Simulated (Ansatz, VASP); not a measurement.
## Pt: VASP beside Ansatz

INCAR

```
SYSTEM = Pt
  PREC = Accurate
  ENCUT = 520
  EDIFF = 1E-6
  ISMEAR = 0
  SIGMA = 0.15
  LREAL = .FALSE.
  LASPH = .TRUE.
  NELM = 80
  ALGO = Fast
  ISIF = 2
  LWAVE = .FALSE.
  LCHARG = .FALSE.
  GGA = PE
  NBANDS = 11
```

KPOINTS

```
regular mesh
0
G
  22 22 22
  0 0 0
```

The input POSCAR:

```
Pt
1.0
    0.0000000000      2.1443313178      1.7008836013
    2.1443313178      0.0000000000      1.7008836013
    2.1443313178      2.1443313178      0.0000000000
Pt
1
Direct
    0.0000000000      0.0000000000      0.0000000000
```

Input for Ansatz:

```yaml
crystal:
  lattice:
    - [0.0, 2.1443313178, 1.7008836013]
    - [2.1443313178, 0.0, 1.7008836013]
    - [2.1443313178, 2.1443313178, 0.0]
  atoms:
    - { symbol: Pt, position: [0.0, 0.0, 0.0] }
basis:
  ecutwfc: 420
kpoints:
  mp_grid: { grid: [22, 22, 22] }
hamiltonian:
  xc: pbe
  pseudopotentials: { kind: paw, azcp: { folder: soft_1 } }
scf:
  occupations: { method: gaussian, width: 0.15 }
output:
  forces: true
  stress: true
  eigenvalues: true
```

Alike in both runs: task single point; functional PBE; k mesh 22 × 22 × 22; occupations gaussian, width 0.15 eV; no spin polarisation.

```csv
,VASP,Ansatz
version,VASP 6.6.1,Ansatz 0.2.0
potentials or method,"VASP PAW PBE potentials, release 64 (Pt), cutoff 520 eV","scalar-relativistic, plane waves, PAW"
valence electrons in the cell,10,18
```

|  | VASP | Ansatz | Ansatz less VASP |
| --- | --- | --- | --- |
| gap on the k mesh at the Fermi level (eV) | none | none | - |
| pressure (GPa) | 1.8 | 2.3 | +0.47 |
| traceless stress, the component that is largest in VASP (GPa) | 4.15 | 4.17 | +0.019 |

A gap of «none» marks a metal or a gap that the smearing closes. VASP's potentials hold 10 valence electrons a cell and Ansatz's 18, so a difference there can come from the potentials and not from the codes.

Neither program's run includes spin-orbit coupling.
